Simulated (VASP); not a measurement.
Input of a VASP 6.6.1 run:

File INCAR:

```
SYSTEM = PtSe2
PREC = Accurate
ENCUT = 520
EDIFF = 1E-6
ISMEAR = 0
SIGMA = 0.05
LREAL = .FALSE.
LASPH = .TRUE.
NELM = 60
ALGO = Normal
ISIF = 2
LWAVE = .FALSE.
LCHARG = .FALSE.
LDIPOL = .TRUE.
IDIPOL = 3
DIPOL = 0.5 0.5 0.391
GGA = PE
IVDW = 12
NBANDS = 31
```

Contents of KPOINTS:

```
Automatic mesh
0
G
  9 9 1
  0 0 0
```

Contents of POSCAR:

```
PtSe2
1.0
    3.7070358307      0.0000000000      0.0000000000
   -1.8535179153      3.2103872021      0.0000000000
    0.0000000000      0.0000000000     22.7981611688
Se Pt
4 2
Direct
    0.6666666667      0.3333333333      0.1973843402
    0.3333333333      0.6666666667      0.3135814565
    0.3333333333      1.0000000000      0.4675412418
    0.0000000000      1.3333333333      0.5837383581
    0.0000000000      0.0000000000      0.2554828983
   -0.3333333333      0.6666666667      0.5256398000
```

Potentials or basis: VASP PAW PBE potentials, release 64 (Se, Pt).

The run is started by

```console
$ cat potpaw_PBE.64/Se/POTCAR potpaw_PBE.64/Pt/POTCAR > POTCAR
$ mpirun -np 1 vasp_std > vasp.out
```

Problem. Estimate the dispersion energy per atom.

Solution. -0.344 eV.

Problem. What does it give for the band gap on the k mesh?

Solution. 0.92 eV, indirect (least direct gap 1.10 eV).

Problem. What does it give for the largest force?

Solution. 0.069 eV/Å.

Forces in eV/Å, atoms in the order of the input:
```
Se   0.008 -0.019 -0.004
Se   0.010 -0.033  0.047
Se  -0.010  0.033 -0.047
Se  -0.008  0.019  0.004
Pt  -0.003  0.022  0.065
Pt   0.003 -0.022 -0.065
```

Caveat: spin-orbit coupling is left out, which moves the levels of the heavy elements.
